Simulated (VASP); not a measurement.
# PbF2 (Pnma) in VASP: single point with PBE

Aim: the single point of PbF2 with PBE.

Everything below comes from runs of VASP 6.6.1. Logs are shortened: lines on timing, memory, paths and dates and some standing lists are left out, and cuts for length are marked.

## (1) The cell of the first run

Symmetry: Pnma, No. 62, orthorhombic system. Conventional cell: a = 6.440 Å, b = 3.899 Å, c = 7.651 Å, α = 90.00°, β = 90.00°, γ = 90.00°. Within 3.2 Å of Pb (site symmetry m) lie 9 F at 2.45 to 3.06 Å. Within 3.3 Å of F (site symmetry m) lie 4 Pb at 2.47 to 2.59 Å and 8 F at 2.86 to 3.24 Å. F (site symmetry m) has 5 Pb at 2.45 to 3.06 Å and 8 F at 2.98 to 3.24 Å within 3.3 Å.

## (2) Single point, PBE

INCAR

```
SYSTEM = PbF2
PREC = Accurate ; ENCUT = 520
EDIFF = 1E-7 ; ISMEAR = -1
SIGMA = 0.02 ; LREAL = .FALSE.
LASPH = .TRUE. ; NELM = 80
ALGO = Normal ; ISIF = 2
LWAVE = .FALSE. ; LCHARG = .FALSE.
GGA = PE ; NBANDS = 68
```

KPOINTS

```
regular mesh
0
G
  3 5 3
  0 0 0
```

POSCAR

```
PbF2
1.0
    6.4400000000      0.0000000000      0.0000000000
    0.0000000000      3.8990000000      0.0000000000
    0.0000000000      0.0000000000      7.6510000000
Pb F
4 8
Direct
    0.2556530546      0.2500000000      0.1049836709
    0.2443469454      0.7500000000      0.6049836709
    0.7556530546      0.2500000000      0.3950163291
    0.7443469454      0.7500000000      0.8950163291
    0.8591749973      0.2500000000      0.0675376107
    0.6408250027      0.7500000000      0.5675376107
    0.3591749973      0.2500000000      0.4324623893
    0.1408250027      0.7500000000      0.9324623893
    0.4749521863      0.2500000000      0.8440020086
    0.0250478137      0.7500000000      0.3440020086
    0.9749521863      0.2500000000      0.6559979914
    0.5250478137      0.7500000000      0.1559979914
```

Potentials or basis: VASP PAW PBE potentials, release 64 (Pb_d, F).

On the command line:

```
$ cat potpaw_PBE.64/Pb_d/POTCAR potpaw_PBE.64/F/POTCAR > POTCAR
$ mpirun -np 1 vasp_std > vasp.out
```

OUTCAR:

```text
SYSTEM = PbF2
   PREC = Accurate
   ENCUT = 520
   EDIFF = 1E-7
   ISMEAR = -1
   LREAL = .FALSE.
   LASPH = .TRUE.
   NELM = 80
   ISIF = 2
   GGA = PE

 ion  position               nearest neighbor table
   1  0.256  0.250  0.105-   9 2.45   8 2.47   8 2.47   5 2.57   7 2.59  12 2.64  12 2.64   3 3.91
                             3 3.91   4 4.04   4 4.04
   2  0.244  0.750  0.605-  10 2.45   7 2.47   7 2.47   6 2.57   8 2.59  11 2.64  11 2.64   4 3.91
                             4 3.91   3 4.04   3 4.04
   3  0.756  0.250  0.395-  11 2.45   6 2.47   6 2.47   7 2.57   5 2.59  10 2.64  10 2.64   1 3.91
                             1 3.91   2 4.04   2 4.04
   4  0.744  0.750  0.895-  12 2.45   5 2.47   5 2.47   8 2.57   6 2.59   9 2.64   9 2.64   2 3.91
                             2 3.91   1 4.04   1 4.04
   5  0.859  0.250  0.068-   4 2.47   4 2.47   1 2.57   3 2.59
   6  0.641  0.750  0.568-   3 2.47   3 2.47   2 2.57   4 2.59
   7  0.359  0.250  0.432-   2 2.47   2 2.47   3 2.57   1 2.59
   8  0.141  0.750  0.932-   1 2.47   1 2.47   4 2.57   2 2.59
   9  0.475  0.250  0.844-   1 2.45   4 2.64   4 2.64
  10  0.025  0.750  0.344-   2 2.45   3 2.64   3 2.64
  11  0.975  0.250  0.656-   3 2.45   2 2.64   2 2.64
  12  0.525  0.750  0.156-   4 2.45   1 2.64   1 2.64

  LATTYP: Found a simple orthorhombic cell.
 ALAT       =     3.8990000000
 B/A-ratio  =     1.6517055655
 C/A-ratio  =     1.9622980251

  Lattice vectors:

 A1 = (   0.0000000000,  -3.8990000000,   0.0000000000)
 A2 = (   6.4400000000,   0.0000000000,   0.0000000000)
 A3 = (   0.0000000000,   0.0000000000,   7.6510000000)

Analysis of symmetry for initial positions (statically):
=====================================================================
 Subroutine PRICEL returns:
 Original cell was already a primitive cell.

 Routine SETGRP: Setting up the symmetry group for a
 simple orthorhombic supercell.

 Subroutine GETGRP returns: Found  8 space group operations
 (whereof  2 operations were pure point group operations)
 out of a pool of  8 trial point group operations.

The static configuration has the point symmetry S_2 .
 The point group associated with its full space group is D_2h.

Analysis of symmetry for dynamics (positions and initial velocities):
=====================================================================
 Subroutine PRICEL returns:
 Original cell was already a primitive cell.

 Routine SETGRP: Setting up the symmetry group for a
 simple orthorhombic supercell.

 Subroutine GETGRP returns: Found  8 space group operations
 (whereof  2 operations were pure point group operations)
 out of a pool of  8 trial point group operations.

The dynamic configuration has the point symmetry S_2 .
 The point group associated with its full space group is D_2h.

 Subroutine INISYM returns: Found  8 space group operations
 (whereof  2 operations are pure point group operations),
 and found     1 'primitive' translations

----------------------------------------------------------------------------------------

                                     Primitive cell

  volume of cell :     192.1132

  direct lattice vectors                    reciprocal lattice vectors
     6.440000000  0.000000000  0.000000000     0.155279503  0.000000000  0.000000000
     0.000000000  3.899000000  0.000000000     0.000000000  0.256476019  0.000000000
     0.000000000  0.000000000  7.651000000     0.000000000  0.000000000  0.130701869

  length of vectors
     6.440000000  3.899000000  7.651000000     0.155279503  0.256476019  0.130701869

  position of ions in fractional coordinates (direct lattice)
     0.255653055  0.250000000  0.104983671
     0.244346945  0.750000000  0.604983671
     0.755653055  0.250000000  0.395016329
     0.744346945  0.750000000  0.895016329
     0.859174997  0.250000000  0.067537611
     0.640825003  0.750000000  0.567537611
     0.359174997  0.250000000  0.432462389
     0.140825003  0.750000000  0.932462389
     0.474952186  0.250000000  0.844002009
     0.025047814  0.750000000  0.344002009
     0.974952186  0.250000000  0.655997991
     0.525047814  0.750000000  0.155997991

  ion indices of the primitive-cell ions
   primitive index   ion index
                 1           1
                 2           2
                 3           3
                 4           4
                 5           5
                 6           6
                 7           7
                 8           8
                 9           9
                10          10
                11          11
                12          12

----------------------------------------------------------------------------------------

 KPOINTS: regular mesh

Automatic generation of k-mesh.
 Grid dimensions read from file:
 generate k-points for:    3    5    3

 Generating k-lattice:

  Cartesian coordinates                     Fractional coordinates (reciprocal lattice)
     0.051759834  0.000000000  0.000000000     0.333333333  0.000000000  0.000000000
     0.000000000  0.051295204  0.000000000     0.000000000  0.200000000  0.000000000
     0.000000000  0.000000000  0.043567290     0.000000000  0.000000000  0.333333333

  Length of vectors
     0.051759834  0.051295204  0.043567290

  Shift w.r.t. Gamma in fractional coordinates (k-lattice)
     0.000000000  0.000000000  0.000000000

 Subroutine IBZKPT returns following result:
 ===========================================

 Found     12 irreducible k-points:

 Following reciprocal coordinates:
            Coordinates               Weight
  0.000000  0.000000  0.000000      1.000000
  0.333333  0.000000  0.000000      2.000000
  0.000000  0.200000  0.000000      2.000000
  0.333333  0.200000  0.000000      4.000000
  0.000000  0.400000  0.000000      2.000000
  0.333333  0.400000  0.000000      4.000000
  0.000000  0.000000  0.333333      2.000000
  0.333333  0.000000  0.333333      4.000000
  0.000000  0.200000  0.333333      4.000000
  0.333333  0.200000  0.333333      8.000000
  0.000000  0.400000  0.333333      4.000000
  0.333333  0.400000  0.333333      8.000000
   k-points           NKPTS =     12   k-points in BZ     NKDIM =     12   number of bands    NBANDS=     68
   number of dos      NEDOS =    301   number of ions     NIONS =     12
   total plane-waves  NPLWV =  86400
   dimension x,y,z NGX =    48 NGY =   30 NGZ =   60
   dimension x,y,z NGXF=    96 NGYF=   60 NGZF=  120
   ions per type =               4   8
   NGX,Y,Z   is equivalent  to a cutoff of  12.39, 12.79, 13.04 a.u.
   NGXF,Y,Z  is equivalent  to a cutoff of  24.78, 25.58, 26.07 a.u.
 SYSTEM =  PbF2
   PREC   = accura    normal or accurate (medium, high low for compatibility)
   ISTART =      0    job   : 0-new  1-cont  2-samecut
   ICHARG =      2    charge: 1-file 2-atom 10-const
   ISPIN  =      1    spin polarized calculation?
   LNONCOLLINEAR =      F non collinear calculations
   LSORBIT =      F    spin-orbit coupling
   LASPH  =      T    aspherical Exc in radial PAW
   ENCUT  =  520.0 eV  38.22 Ry    6.18 a.u.  11.97  7.25 14.23*2*pi/ulx,y,z
   NELM   =     80;   NELMIN=  2; NELMDL= -5     # of ELM steps
   EDIFF  = 0.1E-06   stopping-criterion for ELM
   LREAL  =      F    real-space projection
   EDIFFG = 0.1E-05   stopping-criterion for IOM
   NSW    =      0    number of steps for IOM
   IBRION =     -1    ionic relax: 0-MD 1-quasi-New 2-CG
   NFREE  =      0    steps in history (QN), initial steepest desc. (CG)
   ISIF   =      2    stress and relaxation
   ISYM   =      2    0-nonsym 1-usesym 2-fastsym
   POTIM  = 0.5000    time-step for ionic-motion
   TEBEG  =    0.0;   TEEND  =   0.0 temperature during run
   PSTRESS=    0.0 pullay stress
   NELECT =     112.0000    total number of electrons
   NUPDOWN=      -1.0000    fix difference up-down
   EMIN   =  10.00;   EMAX   =-10.00  energy-range for DOS
   EFERMI =   0.00;   METHOD = LEGACY
   ISMEAR =    -1;   SIGMA  =   0.02  broadening in eV -4-tet -1-fermi 0-gaus
   EFERMI_NEDOS =   21; number of points for ismear=-14 and -15
   IALGO  =     38    algorithm
   IMIX   =      4    mixing-type and parameters
     AMIX     =   0.40;   BMIX     =  1.00
     AMIX_MAG =   1.60;   BMIX_MAG =  1.00
  volume/ion in A,a.u.               =      16.01       108.04
  Fermi-wavevector in a.u.,A,eV,Ry     =   1.367608  2.584405 25.447691  1.870353
  Thomas-Fermi vector in A             =   2.493646
   LORBIT       =      0    0 simple, 1 ext, 2 COOP (PROOUT), +10 PAW based schemes
   GGA     = PE    functional components
   LHFCALC =     F    Hartree Fock is set to
   AEXX    =    0.0000 exact exchange contribution
   IVDW    =     0    specifies the selected vdW correction
   LEPSILON=     F    determine dielectric tensor
   LRPA    =     F    only Hartree local field effects (RPA)
 non-spin polarized calculation
  energy-cutoff  :      520.00
  volume of cell :      192.11
 maximum number of plane-waves:      5192
 NGX is ok and might be reduce to    48
   NGX = 23   NGY = 15   NGZ = 29

 number of electron     112.0000032 magnetization

 Free energy of the ion-electron system (eV)
  ---------------------------------------------------
  ext. energy  EPLUGINS =         0.00000000
  ---------------------------------------------------
  free energy    TOTEN  =       -57.03679996 eV

  energy without entropy =      -57.03679996  energy(sigma->0) =      -57.03679996

 E-fermi :   3.1165     XC(G=0):  -9.9943

 val. band max:        2.6498221909   @ k =   0.0000   0.4000   0.0000
 cond. band min:       6.9596759681   @ k =   0.0000   0.0000   0.0000
 fundamental gap:      4.3098537772
 Fermi energy:         3.1165080497

 k-point     1 :       0.0000    0.0000    0.0000
  band No.  band energies     occupation
      1     -18.7212      2.00000
      2     -18.5984      2.00000
      3     -18.3817      2.00000
      4     -18.3690      2.00000
      5     -18.0814      2.00000
      6     -18.0471      2.00000
[... 60 lines left out ...]
     67      10.5548      0.00000
     68      10.9988      0.00000
[... 779 lines left out ...]
     67      10.3964      0.00000
     68      10.5314      0.00000

------------------------ aborting loop because EDIFF is reached ----------------------------------------

  FORCE on cell =-STRESS in cart. coord.  units (eV):
  Direction    XX          YY          ZZ          XY          YZ          ZX
  --------------------------------------------------------------------------------------
  -------------------------------------------------------------------------------------
  Total        3.0515458      2.9258988      3.2499937      0.0000000      0.0000000      0.0000000
  in kB       25.4491438     24.4012781     27.1041501      0.0000000      0.0000000      0.0000000
  external PRESSURE =      25.6515240 kB  Pullay stress =       0.0000000 kB

 VOLUME and BASIS-vectors are now :
 -----------------------------------------------------------------------------
  energy-cutoff  :      520.00
  volume of cell :      192.11
      direct lattice vectors                 reciprocal lattice vectors
     6.440000000  0.000000000  0.000000000     0.155279503  0.000000000  0.000000000
     0.000000000  3.899000000  0.000000000     0.000000000  0.256476019  0.000000000
     0.000000000  0.000000000  7.651000000     0.000000000  0.000000000  0.130701869

 POSITION                                       TOTAL-FORCE (eV/Angst)
 -----------------------------------------------------------------------------------
      1.64641      0.97475      0.80323        -0.005933     -0.000000      0.019438
      1.57359      2.92425      4.62873         0.005933      0.000000      0.019438
      4.86641      0.97475      3.02227        -0.005933     -0.000000     -0.019438
      4.79359      2.92425      6.84777         0.005933     -0.000000     -0.019438
      5.53309      0.97475      0.51673         0.000112     -0.000000      0.001313
      4.12691      2.92425      4.34223        -0.000112      0.000000      0.001313
      2.31309      0.97475      3.30877         0.000112     -0.000000     -0.001313
      0.90691      2.92425      7.13427        -0.000112      0.000000     -0.001313
      3.05869      0.97475      6.45746         0.005923     -0.000000     -0.012151
      0.16131      2.92425      2.63196        -0.005923     -0.000000     -0.012151
      6.27869      0.97475      5.01904         0.005923     -0.000000      0.012151
      3.38131      2.92425      1.19354        -0.005923      0.000000      0.012151
 -----------------------------------------------------------------------------------
    total drift:                                0.000000     -0.000000     -0.000000

  FREE ENERGIE OF THE ION-ELECTRON SYSTEM (eV)
  ---------------------------------------------------
  free  energy   TOTEN  =       -57.0367999576 eV

  energy  without entropy=      -57.0367999576  energy(sigma->0) =      -57.03679996
```

It took 2.3 min on 1 thread of Intel Xeon Platinum 8488C (Sapphire Rapids), shared host; peak memory 0.33 GiB.

What came out:

* Free energy: -57.0368 eV
* Pressure: 2.6 GPa
* Largest force: 0.020 eV/Å
* Band gap on the k mesh: 4.31 eV (least direct gap 4.56 eV)

Forces on the atoms (eV/Å):
```
Pb  -0.006  0.000  0.019
Pb   0.006  0.000  0.019
Pb  -0.006  0.000 -0.019
Pb   0.006  0.000 -0.019
F    0.000  0.000  0.001
F    0.000  0.000  0.001
F    0.000  0.000 -0.001
F    0.000  0.000 -0.001
F    0.006  0.000 -0.012
F   -0.006  0.000 -0.012
F    0.006  0.000  0.012
F   -0.006  0.000  0.012
```

Caveat: spin-orbit coupling is left out, which moves the levels of the heavy elements; an odd mesh through Γ misses points on the zone boundary, where band edges can lie.
